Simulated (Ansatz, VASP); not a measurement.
# MgCd3Se4: VASP beside Ansatz

```
Mg Cd Se
1.0
    -3.07300    3.07300    6.13202
     3.07300   -3.07300    6.13202
     3.07300    3.07300   -6.13202
Mg Cd Se
1 3 4
Direct
  0.00000 0.00000 0.00000
  0.50000 0.50000 0.00000
  0.25000 0.75000 0.50000
  0.75000 0.25000 0.50000
  0.63490 0.63490 0.51355
  0.12135 0.12135 0.48645
  0.87865 0.36510 0.00000
  0.36510 0.87865 0.00000
```

Change from the starting cell: species swapped into the BeZn3O4 type (I-42m, No. 121).

Alike in both runs: functional PBE; k mesh 3 × 3 × 3; occupations gaussian, width 0.15 eV; no spin polarisation.

Ansatz relaxed the structure, and its values are those at the end. VASP's run is a single point on that final structure, the one shown.

|  | VASP | Ansatz |
| --- | --- | --- |
| version | VASP 6.6.1 | Ansatz 0.2.0 |
| potentials or method | VASP PAW PBE potentials, release 64 (Mg, Cd, Se), cutoff 600 eV | scalar-relativistic, plane waves, PAW |
| valence electrons in the cell | 62 | 134 |

|  | VASP | Ansatz | Ansatz less VASP |
| --- | --- | --- | --- |
| gap on the k mesh at the Fermi level (eV) | 1.00 | 1.00 | +0.001 |
| least direct gap on the mesh (eV) | 1.00 | 1.00 | +0.001 |
| pressure (GPa) | 0.2 | 0.0 | -0.14 |
| rms of the force components (eV/Å) | 0.015 | 0.028 | +0.0129 |

With one functional, cell and mesh, what is left measures potentials, basis and numerics. VASP's potentials hold 62 valence electrons a cell and Ansatz's 134, so a difference there can come from the potentials and not from the codes.

The k mesh is coarse, so the values compare programs but aren't converged.
